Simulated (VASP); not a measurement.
## MnBr3: single point with PBEsol

The system is MnBr3.

```
Mn Br
1.0
     4.99229    0.00000    0.00000
     0.00000    4.94237    0.00000
     0.00000    0.00000    4.99229
Mn Br
1 3
Direct
  0.00000 0.00000 0.00000
  0.50000 0.00000 0.00000
  0.00000 0.00000 0.50000
  0.00000 0.50000 0.00000
```

```
Program                : VASP 6.6.1
Task                   : single point
Functional             : PBEsol
Potentials or basis    : VASP PAW PBE potentials, release 64 (Mn_pv, Br)
Cutoff                 : 520 eV
k mesh                 : 6 × 6 × 6
Occupations            : gaussian, width 0.05 eV
Spin                   : collinear spin, ferromagnetic start
Starting moments       : [4.03, 0.0, 0.0, 0.0] μB
Dipole correction      : no
Further INCAR settings : ALGO = Normal; EDIFF = 1e-06; NBANDS = 29
```

* Pressure: 0.4 GPa
* Net moment: 4.17 μB per cell
* Site moments: Mn +3.73; Br +0.05, +0.06 (each value once) μB
* Valence electrons inside the program's atomic spheres: Mn 11.40; Br 4.84, 4.85 (each value once)

Stress tensor (GPa, compression positive):
```
0.20 0.00 0.00
0.00 0.93 0.00
0.00 0.00 0.20
```

Levels at points of the mesh, in eV from the Fermi level:
Spin up:
```csv
k point,band 15,band 16,band 17,band 18,band 19,band 20,band 21,band 22,band 23,band 24
"(0.00, 0.00, 0.00)",-1.12,-1.12,-1.09,-0.75,-0.74,-0.74,2.75,5.38,8.08,8.12
"(0.50, 0.00, 0.00)",-1.36,-0.89,-0.88,-0.81,-0.80,-0.80,6.25,7.22,7.43,8.94
"(0.00, 0.50, 0.00)",-1.36,-0.87,-0.87,-0.81,-0.80,-0.80,6.39,7.24,7.49,8.93
"(0.50, 0.50, 0.00)",-1.68,-1.32,-0.78,-0.78,-0.05,1.70,7.22,7.35,8.05,8.57
"(0.50, 0.00, 0.50)",-1.65,-1.32,-0.78,-0.78,-0.06,1.63,7.27,7.27,8.06,8.66
"(0.50, 0.50, 0.50)",-1.29,-0.04,-0.04,-0.04,1.65,1.74,5.99,6.10,6.10,6.23
```
Spin down:
```tsv
k point	band 11	band 12	band 13	band 14	band 15	band 16	band 17	band 18	band 19	band 20
(0.00, 0.00, 0.00)	-1.00	-0.97	-0.66	-0.65	-0.65	0.71	0.71	0.74	1.02	1.03
(0.50, 0.00, 0.00)	-1.94	-1.94	-1.24	-0.79	-0.77	0.73	1.02	1.67	1.69	1.77
(0.00, 0.50, 0.00)	-2.03	-2.03	-1.24	-0.77	-0.77	0.75	1.03	1.72	1.72	1.75
(0.50, 0.50, 0.00)	-2.00	-1.90	-1.64	-1.63	0.08	1.28	1.69	1.72	1.83	3.84
(0.50, 0.00, 0.50)	-1.91	-1.91	-1.69	-1.69	0.07	1.29	1.68	1.68	1.82	3.78
(0.50, 0.50, 0.50)	-3.27	-3.22	0.08	0.09	0.09	1.84	1.84	1.84	3.79	3.87
```

It took 11 min on 1 thread of Intel Xeon 8259CL, on a shared host, peak memory 0.41 GiB.

Caveat: the PAW data sets were made with another functional, which shifts forces and pressure a little; semilocal functionals often make such compounds metallic where correlation or magnetic order opens a gap, which also shifts bond lengths.
